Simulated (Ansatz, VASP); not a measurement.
# ZnF2: VASP beside Ansatz

```
CELL_PARAMETERS angstrom
4.60846 0.00000 0.00000
0.00000 4.60846 0.00000
0.00000 0.00000 3.06480
ATOMIC_POSITIONS crystal
Zn 0.50000 0.50000 0.50000
Zn 0.00000 0.00000 0.00000
F 0.69827 0.69827 0.00000
F 0.80173 0.19827 0.50000
F 0.30173 0.30173 0.00000
F 0.19827 0.80173 0.50000
```

Alike in both runs: task single point; functional r2SCAN; k mesh 6 × 6 × 8; occupations gaussian, width 0.02 eV; no spin polarisation.

|  | VASP | Ansatz |
| --- | --- | --- |
| version | VASP 6.6.1 | Ansatz 0.2.0 |
| potentials or method | VASP PAW PBE potentials, release 64 (Zn, F), cutoff 660 eV | scalar-relativistic, plane waves, PAW |
| valence electrons in the cell | 52 | 52 |

```csv
,VASP,Ansatz,Ansatz less VASP
gap on the k mesh at the Fermi level (eV),4.28,4.35,+0.065
least direct gap on the mesh (eV),4.28,4.35,+0.065
pressure (GPa),9.0,8.4,-0.66
"traceless stress, the component that is largest in VASP (GPa)",1.19,0.82,-0.370
rms of the force components (eV/Å),0.005,0.000,-0.0045
```

VASP's potentials were made for PBE, not for r2SCAN. Atom by atom the forces differ by 0.004 eV/Å (rms over components). The functional is the same, so the differences come from potentials, cutoffs and numerics.
